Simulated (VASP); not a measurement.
# Si16HC16 (a cell with a defect) in VASP: further runs

Si16HC16 (a cell with a defect) is run at these levels: PBE; tasks: single point.

All numbers are computed with VASP 6.6.1; they aren't measurements. Logs are shortened: lines on timing, memory, paths and dates and some standing lists are left out, and cuts for length are marked.

## 1. The cell of the first run

The cell holds a defect, 33 atoms: a = 7.586 Å, b = 7.586 Å, c = 7.586 Å, α = 109.47°, β = 109.47°, γ = 109.47°.

## 2. Single point, PBE (with an interstitial atom, then relaxed in part)

Input file INCAR:

```
SYSTEM = Si16HC16
PREC = Accurate
ENCUT = 520
EDIFF = 1E-6
ISMEAR = 0
SIGMA = 0.02
LREAL = Auto
LASPH = .True.
NELM = 80
ALGO = Normal
ISIF = 2
LWAVE = .False.
LCHARG = .False.
GGA = PE
NBANDS = 86
NELECT = 128.0
```

Input file KPOINTS:

```
Automatic mesh
0
Gamma
  2 2 2
  0.5 0.5 0.5
```

Input file POSCAR:

```
Si16HC16
1.0
   -4.3797259407     -4.3797259407      4.3797259407
    4.3797259407     -4.3797259407     -4.3797259407
    4.3797259407      4.3797259407      4.3797259407
Si C H
16 16 1
Direct
    0.2438582717      0.7468569689      0.2498253399
   -0.0075801919      0.7468113138      0.4998915467
    0.4947505372      0.4986783119      0.2523451984
    0.2412352605      0.4993723636      0.4998655862
   -0.0053443416      0.4991430016      0.7512632985
    0.7422891397      0.7462160958      0.7474219234
    0.4921066580      0.7477382370     -0.0000936030
   -0.0226043478     -0.0132455315      0.2315457237
    0.7432669760      0.2477678297      0.2485049426
    0.5057023793      0.2509479098      0.4999046996
    0.2457556569      0.2550828677      0.7681765214
   -0.0079160289      0.2477213892     -0.0001482895
    0.7432745016      0.4961477069     -0.0006991095
    0.7442092287     -0.0032030290      0.4998907434
    0.4939048425     -0.0030947225      0.7499377374
    0.2438654814     -0.0032645000      0.0004691415
    0.2430411966      0.4951744889      0.2511632946
   -0.0066208721      0.4961607965      0.4998803444
    0.4942244977      0.2480015152      0.2486478122
    0.2462114524      0.2409788561      0.4999325733
   -0.0073419837      0.2487404394      0.7505659285
    0.7454847381      0.4992541629      0.7511394142
    0.4963367519      0.5011455421      0.0039697990
    0.9930493195      0.7480739329      0.2491985554
    0.7419629847     -0.0019415780      0.2492036762
    0.4944112094     -0.0022858662      0.4998851313
    0.2437367447     -0.0012442207      0.7505749186
   -0.0077434934     -0.0029321122     -0.0041907738
    0.7429067368      0.2466839272     -0.0007979894
    0.7438176169      0.7474771647      0.4998865169
    0.4917524333      0.7438776627      0.7485912068
    0.2435915648      0.7473695510      0.0005648860
    0.2178259300      0.0859511156      0.4996722930
```

Potentials or basis: VASP PAW PBE potentials, release 64 (Si, C, H).

The run is started by

```console
$ cat potpaw_PBE.64/Si/POTCAR potpaw_PBE.64/C/POTCAR potpaw_PBE.64/H/POTCAR > POTCAR
$ mpirun -np 1 vasp_std > vasp.out
```

OUTCAR:

```text
SYSTEM = Si16HC16
   PREC = Accurate
   ENCUT = 520
   EDIFF = 1E-6
   ISMEAR = 0
   LREAL = Auto
   LASPH = .True.
   NELM = 80
   ISIF = 2
   GGA = PE
   NELECT = 128.0

 ion  position               nearest neighbor table
   1  0.244  0.747  0.250-  32 1.89  26 1.90  24 1.90  17 1.91   4 3.08   7 3.09   5 3.09   3 3.09
                            12 3.09  16 3.09  15 3.10  14 3.10  13 3.10   2 3.11  10 3.12   8 3.14
   2  0.992  0.747  0.500-  30 1.89  18 1.90  27 1.91  24 1.91   4 3.07   6 3.08   3 3.08  14 3.09
                             5 3.09   9 3.09  16 3.10  13 3.10  15 3.11   1 3.11
   3  0.495  0.499  0.252-  30 1.88  19 1.89  23 1.89  17 1.90  11 3.00   6 3.07  10 3.07   2 3.08
                            14 3.09   1 3.09   9 3.09   4 3.10   7 3.11  13 3.11  16 3.11  12 3.11
   4  0.241  0.499  0.500-  18 1.87  17 1.88  31 1.88  20 1.97   2 3.07   1 3.08  15 3.08   9 3.08
                             5 3.08  12 3.10   7 3.10   3 3.10   6 3.10
   5  0.995  0.499  0.751-  32 1.89  22 1.89  21 1.89  18 1.90  10 3.03  11 3.07   7 3.08  16 3.08
                             4 3.08   1 3.09   2 3.09  13 3.09   6 3.09  12 3.10  14 3.11   9 3.11
   6  0.742  0.746  0.747-  30 1.88  22 1.89  28 1.89  31 1.90   8 3.00   3 3.07  10 3.07   2 3.08
                            14 3.09  15 3.09   5 3.09   4 3.10  12 3.11  16 3.11  13 3.11   7 3.11
   7  0.492  0.748  1.000-  32 1.89  23 1.89  25 1.90  31 1.90   8 3.01  11 3.05  16 3.08   5 3.08
                             1 3.09  15 3.09  14 3.10   9 3.10   4 3.10   3 3.11   6 3.11  13 3.11
   8  0.977  0.987  0.232-  28 1.85  25 1.86  24 1.90  33 1.90  20 2.00   6 3.00   7 3.01  13 3.04
                            12 3.05   9 3.07  16 3.08  14 3.11   1 3.14
   9  0.743  0.248  0.249-  29 1.89  19 1.89  25 1.89  18 1.90  10 3.03   8 3.07  12 3.08  13 3.08
                             4 3.08  15 3.09   2 3.09  16 3.09   3 3.09   7 3.10  14 3.11   5 3.11
  10  0.506  0.251  0.500-  22 1.87  19 1.87  26 1.89  20 1.94   5 3.03   9 3.03  14 3.05   6 3.07
                             3 3.07  13 3.09  16 3.09  15 3.12   1 3.12
  11  0.246  0.255  0.768-  23 1.85  21 1.86  27 1.90  33 1.90  20 2.00   3 3.00  12 3.01  16 3.04
                             7 3.05   5 3.07  13 3.08  14 3.11  15 3.14
  12  0.992  0.248  1.000-  29 1.89  28 1.89  21 1.90  17 1.90  11 3.01   8 3.05  13 3.08   9 3.08
                            15 3.09   1 3.09  14 3.10   5 3.10   4 3.10   6 3.11   3 3.11  16 3.11
  13  0.743  0.496  0.999-  29 1.89  22 1.90  23 1.90  24 1.90   8 3.04  12 3.08   9 3.08  11 3.08
                            15 3.09   5 3.09  10 3.09   1 3.10   2 3.10   3 3.11   6 3.11   7 3.11
  14  0.744  0.997  0.500-  30 1.89  26 1.90  21 1.90  25 1.90  10 3.05   6 3.09   3 3.09   2 3.09
                            12 3.10   7 3.10   1 3.10  15 3.10   8 3.11  11 3.11   5 3.11   9 3.11
  15  0.494  0.997  0.750-  29 1.89  26 1.90  27 1.90  31 1.91   4 3.08  12 3.09   9 3.09   6 3.09
                             7 3.09  13 3.09   1 3.10  14 3.10  16 3.10   2 3.11  10 3.12  11 3.14
  16  0.244  0.997  0.000-  32 1.89  19 1.90  28 1.90  27 1.90  11 3.04   7 3.08   5 3.08   8 3.08
                             1 3.09   9 3.09  10 3.09  15 3.10   2 3.10   6 3.11   3 3.11  12 3.11
  17  0.243  0.495  0.251-   4 1.88  12 1.90   3 1.90   1 1.91
  18  0.993  0.496  0.500-   4 1.87   9 1.90   5 1.90   2 1.90
  19  0.494  0.248  0.249-  10 1.87   9 1.89   3 1.89  16 1.90
  20  0.246  0.241  0.500-  33 1.12  10 1.94   4 1.97  11 2.00   8 2.00
  21  0.993  0.249  0.751-  11 1.86   5 1.89  12 1.90  14 1.90
  22  0.745  0.499  0.751-  10 1.87   5 1.89   6 1.89  13 1.90
  23  0.496  0.501  0.004-  11 1.85   7 1.89   3 1.89  13 1.90
  24  0.993  0.748  0.249-   8 1.90  13 1.90   1 1.90   2 1.91
  25  0.742  0.998  0.249-   8 1.86   9 1.89   7 1.90  14 1.90
  26  0.494  0.998  0.500-  10 1.89  14 1.90   1 1.90  15 1.90
  27  0.244  0.999  0.751-  11 1.90  16 1.90  15 1.90   2 1.91
  28  0.992  0.997  0.996-   8 1.85  12 1.89   6 1.89  16 1.90
[... 45 lines left out ...]
   TEBEG  =    0.0;   TEEND  =   0.0 temperature during run
   PSTRESS=    0.0 pullay stress
   NELECT =     128.0000    total number of electrons
   NUPDOWN=      -1.0000    fix difference up-down
   EMIN   =  10.00;   EMAX   =-10.00  energy-range for DOS
   EFERMI =   0.00;   METHOD = LEGACY
   ISMEAR =     0;   SIGMA  =   0.02  broadening in eV -4-tet -1-fermi 0-gaus
   EFERMI_NEDOS =   21; number of points for ismear=-14 and -15
   IALGO  =     38    algorithm
   IMIX   =      4    mixing-type and parameters
     AMIX     =   0.40;   BMIX     =  1.00
     AMIX_MAG =   1.60;   BMIX_MAG =  1.00
  volume/ion in A,a.u.               =      10.18        68.72
  Fermi-wavevector in a.u.,A,eV,Ry     =   1.186710  2.242556 19.160817  1.408280
  Thomas-Fermi vector in A             =   2.322877
   LORBIT       =      0    0 simple, 1 ext, 2 COOP (PROOUT), +10 PAW based schemes
   GGA     = PE    functional components
   LHFCALC =     F    Hartree Fock is set to
   AEXX    =    0.0000 exact exchange contribution
   IVDW    =     0    specifies the selected vdW correction
   LEPSILON=     F    determine dielectric tensor
   LRPA    =     F    only Hartree local field effects (RPA)
 non-spin polarized calculation
 Gauss-broadening in eV      SIGMA  =   0.02
  energy-cutoff  :      520.00
  volume of cell :      336.05
 maximum number of plane-waves:      9092
   NGX = 29   NGY = 29   NGZ = 29

 number of electron     128.0000000 magnetization

 Free energy of the ion-electron system (eV)
  ---------------------------------------------------
  ext. energy  EPLUGINS =         0.00000000
  ---------------------------------------------------
  free energy    TOTEN  =      -251.49891803 eV

  energy without entropy =     -251.49891803  energy(sigma->0) =     -251.49891803

 E-fermi :   7.5398     XC(G=0): -11.2883

 val. band max:        7.4103264363   @ k =   0.2500   0.2500   0.2500
 cond. band min:      10.0455234216   @ k =   0.2500   0.2500  -0.2500
 fundamental gap:      2.6351969852
 Fermi energy:         7.5398010651

 k-point     1 :       0.2500    0.2500    0.2500
  band No.  band energies     occupation
      1      -6.9061      2.00000
      2      -6.1236      2.00000
      3      -6.1067      2.00000
      4      -6.0928      2.00000
      5      -4.5679      2.00000
      6      -3.4901      2.00000
[... 305 lines left out ...]
     75      13.2983      0.00000
     76      13.3734      0.00000
 [bands above 76 left out]

------------------------ aborting loop because EDIFF is reached ----------------------------------------

  FORCE on cell =-STRESS in cart. coord.  units (eV):
  Direction    XX          YY          ZZ          XY          YZ          ZX
  --------------------------------------------------------------------------------------
  -------------------------------------------------------------------------------------
  Total       -8.2291626     -9.2611979     -8.2181781      1.8449810     -1.8429431      1.9833761
  in kB      -39.2342568    -44.1547012    -39.1818856      8.7963332     -8.7866174      9.4561612
  external PRESSURE =     -40.8569479 kB  Pullay stress =       0.0000000 kB

 VOLUME and BASIS-vectors are now :
 -----------------------------------------------------------------------------
  energy-cutoff  :      520.00
  volume of cell :      336.05
      direct lattice vectors                 reciprocal lattice vectors
    -4.379725941 -4.379725941  4.379725941     0.000000000 -0.114162394  0.114162394
     4.379725941 -4.379725941 -4.379725941     0.114162394 -0.114162394  0.000000000
     4.379725941  4.379725941  4.379725941     0.114162394  0.000000000  0.114162394

 POSITION                                       TOTAL-FORCE (eV/Angst)
 -----------------------------------------------------------------------------------
      3.29716     -3.24489     -1.10883         0.003327      0.002095     -0.002968
      1.11369     -5.42797      3.26509         0.002695      0.001546     -0.002919
      1.12241     -3.24574      1.08800         0.001247      0.001139     -0.001871
      3.31984     -1.05438      1.05870        -0.004325      0.006802      0.003845
      1.12012     -3.25210      5.46054         0.001102      0.001482     -0.001159
      3.29070     -3.24574      3.25630         0.001985      0.000729     -0.000726
[... 25 lines left out ...]
      2.20888     -4.33766     -2.20394        -0.004629     -0.004850     -0.000392
      1.61085      0.85797      2.76600        -0.014357      0.029066      0.014646
 -----------------------------------------------------------------------------------
    total drift:                               -0.052379     -0.118451      0.046972

  FREE ENERGIE OF THE ION-ELECTRON SYSTEM (eV)
  ---------------------------------------------------
  free  energy   TOTEN  =      -251.4989180329 eV

  energy  without entropy=     -251.4989180329  energy(sigma->0) =     -251.49891803
```

Run time: 8.1 min. Hardware: 1 thread of Intel Xeon 8259CL, shared host; peak memory 0.44 GiB.

Results:

```yaml
Free_energy: -251.4989 eV
Largest_force: 0.049 eV/Å
```

Forces on the atoms (eV/Å):
```
Si   0.003  0.002 -0.003
Si   0.003  0.002 -0.003
Si   0.001  0.001 -0.002
Si  -0.004  0.007  0.004
Si   0.001  0.001 -0.001
Si   0.002  0.001 -0.001
Si   0.002  0.001 -0.001
Si  -0.001  0.005  0.001
Si   0.002  0.002 -0.001
Si   0.001  0.003 -0.002
Si  -0.001  0.006  0.001
Si   0.001  0.002 -0.001
Si   0.004  0.001 -0.003
Si   0.003 -0.001 -0.002
Si   0.004  0.002 -0.003
Si   0.003  0.002 -0.004
C   -0.001 -0.001 -0.006
C    0.002 -0.003 -0.001
C   -0.005 -0.004  0.005
C    0.026 -0.032 -0.027
C   -0.001  0.000 -0.001
C   -0.006 -0.005  0.005
C   -0.006 -0.002  0.000
C   -0.007  0.001  0.007
C    0.003  0.001  0.001
C   -0.004 -0.003  0.006
C   -0.007  0.002  0.006
C    0.000 -0.003  0.004
C    0.000 -0.006  0.004
C   -0.004 -0.005  0.004
C    0.005  0.000  0.001
C   -0.005 -0.005  0.000
H   -0.014  0.029  0.015
```

Levels at points of the mesh, in eV from the Fermi level:
```csv
k point,band 60,band 61,band 62,band 63,band 64,band 65,band 66,band 67,band 68,band 69
"(0.25, 0.25, 0.25)",-0.16,-0.16,-0.15,-0.13,-0.13,3.39,3.93,4.03,4.10,4.14
```

Caveat: the cell carries a net charge on a neutralising background, which shifts energy and pressure; the cell differs from its parent crystal (with an interstitial atom, then relaxed in part); the cell is charged against a uniform background, so pressure and absolute levels hang on convention.

## 3. Single point, PBE

Input file INCAR:

```
PREC = Accurate ; ENCUT = 520
EDIFF = 1E-7 ; ISMEAR = 0
SIGMA = 0.02 ; LREAL = Auto
LASPH = True ; NELM = 80
ALGO = Normal ; ISIF = 2
LWAVE = False ; LCHARG = True
GGA = PE ; LELF = True
LVHAR = True ; NELECT = 128.0
NBANDS = 86
```

KPOINTS is that of step 2.

Input file POSCAR:

```
Si16HC16
1.0
   -4.3797259407     -4.3797259407      4.3797259407
    4.3797259407     -4.3797259407     -4.3797259407
    4.3797259407      4.3797259407      4.3797259407
Si C H
16 16 1
Direct
    0.2503729719      0.7492613795      0.2499367574
   -0.0010654776      0.7492157145      0.5000029750
    0.5012651544      0.5010826088      0.2524565498
    0.2477498626      0.5017767161      0.4999769460
    0.0011702787      0.5015472497      0.7513746395
    0.7488038166      0.7486204718      0.7475333033
    0.4986213817      0.7501425990      0.0000178093
   -0.0160895912     -0.0108410893      0.2316571890
    0.7497816175      0.2501721603      0.2486163552
    0.5122169812      0.2533522679      0.5000161037
    0.2522703509      0.2574872299      0.7682879124
   -0.0014014576      0.2501256962     -0.0000369886
    0.7497891522      0.4985520851     -0.0005878222
    0.7507239139     -0.0007986801      0.5000020617
    0.5004194394     -0.0006903400      0.7500491000
    0.2503801642     -0.0008600995      0.0005805158
    0.2495557975      0.4975788507      0.2512746265
   -0.0001061710      0.4985652138      0.4999917871
    0.5007390941      0.2504058507      0.2487591723
    0.2527260872      0.2433831510      0.5000439593
   -0.0008273349      0.2511448239      0.7506773356
    0.7519994503      0.5016585580      0.7512507733
    0.5028513267      0.5035498864      0.0040811914
    0.9995639132      0.7504782364      0.2493098917
    0.7484776546      0.0004627002      0.2493150290
    0.5009258638      0.0001185006      0.4999965819
    0.2502513890      0.0011601183      0.7506863545
   -0.0012288440     -0.0005277727     -0.0040793648
    0.7494214351      0.2490883025     -0.0006865726
    0.7503323369      0.7498816238      0.4999979518
    0.4982671358      0.7462820835      0.7487026687
    0.2501061744      0.7497738545      0.0006761839
    0.2243406353      0.0883555285      0.4997836690
```

Potentials or basis: VASP PAW PBE potentials, release 64 (Si, C, H).

The run is started by

```console
$ cat potpaw_PBE.64/Si/POTCAR potpaw_PBE.64/C/POTCAR potpaw_PBE.64/H/POTCAR > POTCAR
$ mpirun -np 1 vasp_std > vasp.out
```

It took 9 min on 1 thread of Intel Xeon 8259CL, shared host; peak memory 0.44 GiB.

The run converged. Its results:

| Quantity | Value |
| --- | --- |
| Free energy | -251.5042 eV |
| Largest force | 0.046 eV/Å |

Forces in eV/Å, atoms in the order of the input:
```
Si  -0.001  0.002  0.001
Si   0.000  0.001 -0.001
Si  -0.003  0.000 -0.003
Si  -0.008  0.006  0.008
Si  -0.001  0.001  0.000
Si   0.003  0.000  0.003
Si  -0.001  0.000  0.001
Si   0.000  0.002 -0.001
Si   0.000  0.001  0.002
Si  -0.003 -0.001  0.002
Si   0.000  0.003  0.001
Si  -0.001  0.000  0.001
Si   0.001  0.001  0.001
Si  -0.001  0.000  0.001
Si  -0.001  0.002  0.001
Si  -0.001  0.001 -0.001
C   -0.001 -0.012 -0.011
C   -0.006  0.014  0.006
C   -0.005 -0.008 -0.003
C    0.023 -0.033 -0.023
C    0.009  0.002 -0.005
C    0.003 -0.007  0.004
C   -0.008  0.005 -0.008
C   -0.001 -0.003 -0.008
C    0.005  0.002 -0.009
C   -0.006 -0.005  0.007
C    0.008 -0.003  0.001
C    0.008  0.005  0.007
C   -0.007  0.005 -0.002
C   -0.004 -0.001  0.004
C    0.011 -0.011  0.001
C    0.001  0.005  0.007
H   -0.016  0.026  0.016
```

Levels at points of the mesh, in eV from the Fermi level:
```tsv
k point	band 62	band 63	band 64	band 65	band 66	band 67
(0.25, 0.25, 0.25)	-0.15	-0.13	-0.12	3.40	3.94	4.04
```

Caveat: the cell carries a net charge on a neutralising background, which shifts energy and pressure; the cell is charged against a uniform background, so pressure and absolute levels hang on convention.

## 4. Single point, PBE

Input file INCAR:

```
  ALGO = Normal
  EDIFF = 1E-6
  ENCUT = 520
  GGA = PE
  ISIF = 2
  ISMEAR = 0
  LASPH = T
  LCHARG = T
  LELF = T
  LREAL = Auto
  LVHAR = T
  LWAVE = F
  NBANDS = 86
  NELECT = 128.0
  NELM = 100
  PREC = Accurate
  SIGMA = 0.02
```

KPOINTS is that of step 3.

Input file POSCAR:

```
Si16HC16
1.0
   -4.3797259407     -4.3797259407      4.3797259407
    4.3797259407     -4.3797259407     -4.3797259407
    4.3797259407      4.3797259407      4.3797259407
Si C H
16 16 1
Direct
    0.2512797638      0.7495885689      0.2507834999
   -0.0001489819      0.7494556839      0.5019382559
    0.5014802364      0.5011291870      0.2529894598
    0.2467881586      0.4988725390      0.4978602610
    0.0021228497      0.5011617233      0.7522216103
    0.7486583737      0.7481275186      0.7477273794
    0.4971291650      0.7482859760     -0.0004676092
   -0.0237079903     -0.0148211328      0.2265577832
    0.7492699416      0.2508962923      0.2496733848
    0.5134239061      0.2542152215      0.5036392756
    0.2533442766      0.2548339816      0.7648374682
   -0.0010364804      0.2508933241     -0.0000090188
    0.7498579921      0.4985019678      0.0005930736
    0.7514278392     -0.0005769767      0.5018126773
    0.5003234288     -0.0014089923      0.7509729021
    0.2511033829     -0.0005806299      0.0021412299
    0.2496951898      0.4980360711      0.2511750769
    0.0002094880      0.4981070801      0.5004703558
    0.5005128242      0.2507837282      0.2511424265
    0.2556775276      0.2445168977      0.5059639644
    0.0005298277      0.2508910409      0.7512450652
    0.7536569741      0.5024589506      0.7532938236
    0.5027722122      0.5027254056      0.0046865946
    0.9999855149      0.7513320570      0.2506670543
    0.7464768445      0.0003036720      0.2497473620
    0.5016496534      0.0001044586      0.5015342352
    0.2508533673      0.0002335763      0.7523484448
   -0.0010030308      0.0001981859     -0.0032002002
    0.7496762456      0.2491323692      0.0003826723
    0.7508224360      0.7498358446      0.5009267771
    0.4977004337      0.7444619924      0.7484810795
    0.2502057240      0.7498536540      0.0016181378
    0.2084165796      0.0714544710      0.4626589717
```

The run is started by

```console
$ cat potpaw_PBE.64/Si/POTCAR potpaw_PBE.64/C/POTCAR potpaw_PBE.64/H/POTCAR > POTCAR
$ mpirun -np 1 vasp_std > vasp.out
```

Run time: 7.5 min. Hardware: 1 thread of Intel Xeon 8259CL, shared host; peak memory 0.44 GiB.

It converged, with:

```yaml
Free_energy: -251.4932 eV
Largest_force: 0.187 eV/Å
```

Forces on the atoms (eV/Å):
```
Si   0.004  0.029 -0.008
Si  -0.019 -0.029 -0.010
Si  -0.015  0.017 -0.021
Si   0.002 -0.022 -0.013
Si  -0.008  0.019 -0.020
Si   0.004  0.019  0.024
Si  -0.010 -0.018  0.023
Si  -0.037  0.061  0.020
Si  -0.009  0.023  0.015
Si  -0.031 -0.054  0.039
Si   0.035  0.036  0.029
Si  -0.014 -0.001  0.016
Si  -0.013 -0.001 -0.021
Si  -0.003 -0.011 -0.028
Si  -0.015  0.024 -0.025
Si  -0.006 -0.014 -0.028
C   -0.008 -0.005 -0.023
C   -0.002  0.005 -0.015
C   -0.005 -0.004  0.004
C    0.109 -0.068 -0.046
C    0.009  0.011  0.003
C   -0.014  0.003 -0.005
C   -0.003  0.009 -0.004
C   -0.016  0.027 -0.022
C   -0.022 -0.005  0.018
C    0.003  0.005 -0.010
C   -0.007 -0.004 -0.021
C   -0.002  0.020  0.011
C   -0.021  0.028  0.005
C   -0.005  0.003  0.009
C    0.005 -0.006 -0.005
C    0.002  0.013  0.007
H    0.111 -0.112  0.100
```

Levels at points of the mesh, in eV from the Fermi level:
```
           k point  band 61  band 62  band 63  band 64  band 65  band 66  band 67  band 68
(0.25, 0.25, 0.25)    -0.16    -0.15    -0.13    -0.13     3.45     3.84     4.06     4.10
```

Caveat: the cell carries a net charge on a neutralising background, which shifts energy and pressure; the cell is charged against a uniform background, so pressure and absolute levels hang on convention.
